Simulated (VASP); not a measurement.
Set up this calculation in VASP 6.6.1, as the native input.

| Property | Result |
| --- | --- |
| Task | electric field gradients |
| Functional | PBE |
| Potentials or basis | VASP PAW PBE potentials, release 64 (Cd) |
| Cutoff | 400 eV |
| k mesh | 16 × 16 × 7 |
| Occupations | fermi-dirac, width 0.05 eV |
| Spin | no spin polarisation |
| Dipole correction | no |
| Further INCAR settings | ALGO = Normal; EDIFF = 1e-08; NBANDS = 19 |

The structure of Cd lies in POSCAR:

```
Cd
1.0
    2.9788725081      0.0000000000      0.0000000000
   -1.4894362540      2.5797792666      0.0000000000
    0.0000000000      0.0000000000      5.6176500000
Cd
2
Direct
    0.3333333333      0.6666666667      0.2500000000
    0.6666666667      0.3333333333      0.7500000000
```

The input as run:

INCAR

```
PREC = Accurate
ENCUT = 400
EDIFF = 1E-8
ISMEAR = -1
SIGMA = 0.05
LREAL = False
LASPH = True
NELM = 120
ALGO = Normal
ISIF = 2
LWAVE = False
LCHARG = False
GGA = PE
LEFG = True
NBANDS = 19
GGA_COMPAT = False
```

KPOINTS

```
Automatic mesh
0
Gamma
  16 16 7
```

Potentials or basis: VASP PAW PBE potentials, release 64 (Cd).

Run with:

```console
$ cat potpaw_PBE.64/Cd/POTCAR > POTCAR
$ mpirun -np 1 vasp_std > vasp.out
```

Results of the run:

| Item | Value |
| --- | --- |
| Pressure | 2.3 GPa |
| Band gap on the k mesh | zero (bands 12 and 13 overlap by 3.95 eV) |
| Largest electric field gradient by atom | Cd +79.7 V/Å² |

Caveat: without QUAD_EFG the Cq values of the log hold for a quadrupole moment of 1 mb, not for the nuclei.

Wall time 100 s on 1 thread of Intel Xeon 8259CL, with other jobs on the host, peak memory 0.18 GiB.
